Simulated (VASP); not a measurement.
# BeTe (P6_3/mmc) in VASP: a series of runs, part 2 of 2

VASP 6.6.1. The steps go on from the part before.

### 3 Single point, PBE

INCAR reads:

```
  ALGO = Normal
  EDIFF = 1E-6
  ENCUT = 520
  GGA = PE
  ISIF = 2
  ISMEAR = 0
  LASPH = T
  LCHARG = F
  LREAL = F
  LWAVE = F
  NBANDS = 16
  NELM = 80
  PREC = Accurate
  SIGMA = 0.01
```

KPOINTS reads:

```
k-points
0
Gamma
  6 6 2
```

POSCAR reads:

```
BeTe
1.0
    4.0308527926      0.0000000000      0.0000000000
   -2.0154263963      3.4908209173      0.0000000000
    0.0000000000      0.0000000000      8.1440402198
Be Te
2 2
Direct
    0.3333333333      0.6666666667      0.2500000000
    0.6666666667      0.3333333333      0.7500000000
    0.6666666667      0.3333333333      0.2500000000
    0.3333333333      0.6666666667      0.7500000000
```

Potentials or basis: VASP PAW PBE potentials, release 64 (Be, Te).

Started as:

```
cat potpaw_PBE.64/Be/POTCAR potpaw_PBE.64/Te/POTCAR > POTCAR
mpirun -np 1 vasp_std > vasp.out
```

Wall time 12 s (1 thread of AMD EPYC 9R45 (Zen 5), shared host); peak memory 0.2 GiB.

Results (log left out):

```
Free energy            : -14.2805 eV
Pressure               : 0.4 GPa
Band gap on the k mesh : 2.73 eV, indirect (least direct gap 2.88 eV)
```

Stress tensor (GPa, compression positive):
```
0.53 0.00 0.00
0.00 0.53 0.00
0.00 0.00 0.21
```

Levels at points of the mesh, in eV from the valence-band top:
| k point | band 4 | band 5 | band 6 | band 7 | band 8 | band 9 | band 10 | band 11 | band 12 | band 13 |
| --- | --- | --- | --- | --- | --- | --- | --- | --- | --- | --- |
| (0.00, 0.00, 0.00) | -0.70 | -0.70 | -0.69 | -0.52 | -0.52 | 3.52 | 3.58 | 4.55 | 4.55 | 4.89 |
| (0.50, 0.00, 0.00) | -4.48 | -2.09 | -1.86 | -1.16 | -0.10 | 2.78 | 3.03 | 3.53 | 4.08 | 7.15 |
| (0.00, 0.00, 0.50) | -2.06 | -0.61 | -0.61 | -0.61 | -0.61 | 3.78 | 3.78 | 4.71 | 4.71 | 4.71 |
| (0.50, 0.00, 0.50) | -4.58 | -1.98 | -1.98 | -0.49 | -0.49 | 2.82 | 2.82 | 3.29 | 3.29 | 8.38 |

Caveat: spin-orbit coupling is left out, which moves the levels of the heavy elements.

### 4 Single point, LDA

INCAR reads:

```
SYSTEM = BeTe
PREC = Accurate
ENCUT = 520
EDIFF = 1E-7
ISMEAR = 0
SIGMA = 0.01
LREAL = .FALSE.
LASPH = .TRUE.
NELM = 100
ALGO = Normal
ISIF = 2
LWAVE = .FALSE.
LCHARG = .FALSE.
GGA = CA
NBANDS = 16
```

KPOINTS reads:

```
Automatic mesh
0
G
  6 6 2
  0 0 0
```

POSCAR is that of step 3.

Potentials or basis: VASP PAW LDA potentials, release 64 (Be, Te).

Started as:

```
cat potpaw_LDA.64/Be/POTCAR potpaw_LDA.64/Te/POTCAR > POTCAR
mpirun -np 1 vasp_std > vasp.out
```

OUTCAR:

```text
SYSTEM = BeTe
   PREC = Accurate
   ENCUT = 520
   EDIFF = 1E-7
   ISMEAR = 0
   LREAL = .FALSE.
   LASPH = .TRUE.
   NELM = 100
   ISIF = 2
   GGA = CA

 ion  position               nearest neighbor table
   1  0.333  0.667  0.250-   3 2.33   3 2.33   3 2.33
   2  0.667  0.333  0.750-   4 2.33   4 2.33   4 2.33
   3  0.667  0.333  0.250-   1 2.33   1 2.33   1 2.33
   4  0.333  0.667  0.750-   2 2.33   2 2.33   2 2.33

  LATTYP: Found a hexagonal cell.
 ALAT       =     4.0308527926
 C/A-ratio  =     2.0204261080

  Lattice vectors:

 A1 = (   4.0308527926,   0.0000000000,   0.0000000000)
 A2 = (  -2.0154263963,   3.4908209173,   0.0000000000)
 A3 = (   0.0000000000,   0.0000000000,   8.1440402198)

Analysis of symmetry for initial positions (statically):
=====================================================================
 Subroutine PRICEL returns:
 Original cell was already a primitive cell.

 Routine SETGRP: Setting up the symmetry group for a
 hexagonal supercell.

 Subroutine GETGRP returns: Found 24 space group operations
 (whereof 12 operations were pure point group operations)
[... 162 lines left out ...]
 val. band max:        2.1760105447   @ k =   0.3333   0.1667   0.0000
 cond. band min:       4.8157459134   @ k =   0.3333   0.3333   0.5000
 fundamental gap:      2.6397353687
 Fermi energy:         2.2579368322

 k-point     1 :       0.0000    0.0000    0.0000
  band No.  band energies     occupation
      1      -8.9855      2.00000
      2      -8.6906      2.00000
      3      -0.8842      2.00000
      4       1.4722      2.00000
      5       1.4722      2.00000
      6       1.4816      2.00000
[... 243 lines left out ...]
      3      -1.8837      2.00000
      4      -1.8837      2.00000
      5      -1.4112      2.00000
      6      -1.4112      2.00000
[... 8 lines left out ...]
     15       9.8593      0.00000
     16       9.8593      0.00000

------------------------ aborting loop because EDIFF is reached ----------------------------------------

  FORCE on cell =-STRESS in cart. coord.  units (eV):
  Direction    XX          YY          ZZ          XY          YZ          ZX
  --------------------------------------------------------------------------------------
  -------------------------------------------------------------------------------------
  Total       -1.7153088     -1.7153088     -0.8595178      0.0000000      0.0000000      0.0000000
  in kB      -23.9821696    -23.9821696    -12.0171383      0.0000000      0.0000000      0.0000000
  external PRESSURE =     -19.9938258 kB  Pullay stress =       0.0000000 kB

 VOLUME and BASIS-vectors are now :
 -----------------------------------------------------------------------------
  energy-cutoff  :      520.00
  volume of cell :      114.59
      direct lattice vectors                 reciprocal lattice vectors
     4.030852793  0.000000000  0.000000000     0.248086460  0.143232784  0.000000000
    -2.015426396  3.490820917  0.000000000     0.000000000  0.286465569  0.000000000
     0.000000000  0.000000000  8.144040220     0.000000000  0.000000000  0.122789177

 POSITION                                       TOTAL-FORCE (eV/Angst)
 -----------------------------------------------------------------------------------
     -0.00000      2.32721      2.03601        -0.000000      0.000000      0.000000
      2.01543      1.16361      6.10803         0.000000     -0.000000      0.000000
      2.01543      1.16361      2.03601        -0.000000     -0.000000     -0.000000
     -0.00000      2.32721      6.10803         0.000000      0.000000      0.000000
 -----------------------------------------------------------------------------------
    total drift:                               -0.000000      0.000000      0.000000

  FREE ENERGIE OF THE ION-ELECTRON SYSTEM (eV)
  ---------------------------------------------------
  free  energy   TOTEN  =       -16.2022410528 eV

  energy  without entropy=      -16.2022410528  energy(sigma->0) =      -16.20224105
```

Wall time 11 s (1 thread of AMD EPYC 9R45 (Zen 5), shared host); peak memory 0.16 GiB.

Results:

| Quantity | Value |
| --- | --- |
| Free energy | -16.2022 eV |
| Pressure | -2.0 GPa |
| Band gap on the k mesh | 2.64 eV, indirect (least direct gap 2.80 eV) |

Stress tensor (GPa, compression positive):
```
-2.40  0.00  0.00
 0.00 -2.40  0.00
 0.00  0.00 -1.20
```

Caveat: spin-orbit coupling is left out, which moves the levels of the heavy elements.

### 5 Single point, r2SCAN

POSCAR is that of step 4.

INCAR.step1 reads:

```
PREC = Accurate
ENCUT = 520
ISMEAR = 0
SIGMA = 0.01
LREAL = F
LASPH = T
NELM = 80
NBANDS = 16
GGA = PE
ALGO = Normal
EDIFF = 1E-4
LWAVE = T
LCHARG = F
```

INCAR.step2 reads:

```
PREC = Accurate
ENCUT = 520
EDIFF = 1E-7
ISMEAR = 0
SIGMA = 0.01
LREAL = F
LASPH = T
NELM = 80
ALGO = Normal
ISIF = 2
LWAVE = F
LCHARG = F
METAGGA = R2SCAN
LMIXTAU = T
NBANDS = 16
ISTART = 1
```

KPOINTS reads:

```
Automatic mesh
0
Gamma
  6 6 2
```

Potentials or basis: VASP PAW PBE potentials, release 64 (Be, Te).

Started as:

```
cat potpaw_PBE.64/Be/POTCAR potpaw_PBE.64/Te/POTCAR > POTCAR
cp INCAR.step1 INCAR
mpirun -np 1 vasp_std > vasp.out
cp INCAR.step2 INCAR
mpirun -np 1 vasp_std > vasp.out
```

OUTCAR:

```text
PREC = Accurate
   ENCUT = 520
   EDIFF = 1E-7
   ISMEAR = 0
   LREAL = F
   LASPH = T
   NELM = 80
   ISIF = 2
   METAGGA = R2SCAN
   ISTART = 1

 ion  position               nearest neighbor table
   1  0.333  0.667  0.250-   3 2.33   3 2.33   3 2.33
   2  0.667  0.333  0.750-   4 2.33   4 2.33   4 2.33
   3  0.667  0.333  0.250-   1 2.33   1 2.33   1 2.33
   4  0.333  0.667  0.750-   2 2.33   2 2.33   2 2.33

  LATTYP: Found a hexagonal cell.
 ALAT       =     4.0308527926
[... 452 lines left out ...]

  FORCE on cell =-STRESS in cart. coord.  units (eV):
  Direction    XX          YY          ZZ          XY          YZ          ZX
  --------------------------------------------------------------------------------------
  -------------------------------------------------------------------------------------
  Total        0.0632131      0.0632131     -0.0268174      0.0000000     -0.0000000      0.0000000
  in kB        0.8837986      0.8837986     -0.3749415      0.0000000     -0.0000000      0.0000000
  external PRESSURE =       0.4642186 kB  Pullay stress =       0.0000000 kB

 VOLUME and BASIS-vectors are now :
 -----------------------------------------------------------------------------
  energy-cutoff  :      520.00
  volume of cell :      114.59
      direct lattice vectors                 reciprocal lattice vectors
     4.030852793  0.000000000  0.000000000     0.248086460  0.143232784  0.000000000
    -2.015426396  3.490820917  0.000000000     0.000000000  0.286465569  0.000000000
     0.000000000  0.000000000  8.144040220     0.000000000  0.000000000  0.122789177

 POSITION                                       TOTAL-FORCE (eV/Angst)
 -----------------------------------------------------------------------------------
     -0.00000      2.32721      2.03601        -0.000000      0.000000      0.000000
      2.01543      1.16361      6.10803         0.000000     -0.000000      0.000000
      2.01543      1.16361      2.03601         0.000000      0.000000      0.000000
     -0.00000      2.32721      6.10803        -0.000000     -0.000000      0.000000
 -----------------------------------------------------------------------------------
    total drift:                               -0.000000      0.000000      0.000000

  FREE ENERGIE OF THE ION-ELECTRON SYSTEM (eV)
  ---------------------------------------------------
  free  energy   TOTEN  =       -60.4430136520 eV

  energy  without entropy=      -60.4430136520  energy(sigma->0) =      -60.44301365
```

OUTCAR.step1:

```text
PREC = Accurate
   ENCUT = 520
   ISMEAR = 0
   LREAL = F
[... 485 lines left out ...]
     -0.00000      2.32721      2.03601         0.000000      0.000000      0.000000
      2.01543      1.16361      6.10803         0.000000      0.000000      0.000000
      2.01543      1.16361      2.03601        -0.000000      0.000000      0.000000
     -0.00000      2.32721      6.10803        -0.000000     -0.000000     -0.000000
 -----------------------------------------------------------------------------------
    total drift:                               -0.000000      0.000000      0.000000

  FREE ENERGIE OF THE ION-ELECTRON SYSTEM (eV)
  ---------------------------------------------------
  free  energy   TOTEN  =       -14.2803415121 eV

  energy  without entropy=      -14.2803415121  energy(sigma->0) =      -14.28034151
```

It took 67 s on 1 thread of AMD EPYC 9R45 (Zen 5), shared host; peak memory 0.22 GiB.

Results:

* Free energy: -60.4430 eV
* Pressure: 0.0 GPa
* Band gap on the k mesh: 3.23 eV, indirect (least direct gap 3.33 eV)

Caveat: the PAW data sets were made with another functional, which shifts forces and pressure a little; spin-orbit coupling is left out, which moves the levels of the heavy elements.

### 6 Summary

| level | potentials or basis | gap on the mesh (eV) | pressure (GPa) |
| --- | --- | --- | --- |
| PBE | VASP PAW PBE potentials, release 64 (Be, Te) | 2.73 | 0.4 |
| LDA | VASP PAW LDA potentials, release 64 (Be, Te) | 2.64 | -2.0 |
| r2SCAN | VASP PAW PBE potentials, release 64 (Be, Te) | 3.23 | 0.0 |

Alike in all rows: task single point; no spin polarisation; cell as given; k mesh 6 × 6 × 2; cutoff (eV) 520; smearing gaussian 0.01 eV.

Caveats: spin-orbit coupling is left out, which moves the levels of the heavy elements; the PAW data sets were made with another functional, which shifts forces and pressure a little (some runs).

Absolute energies hang on the potentials; compare differences alone.
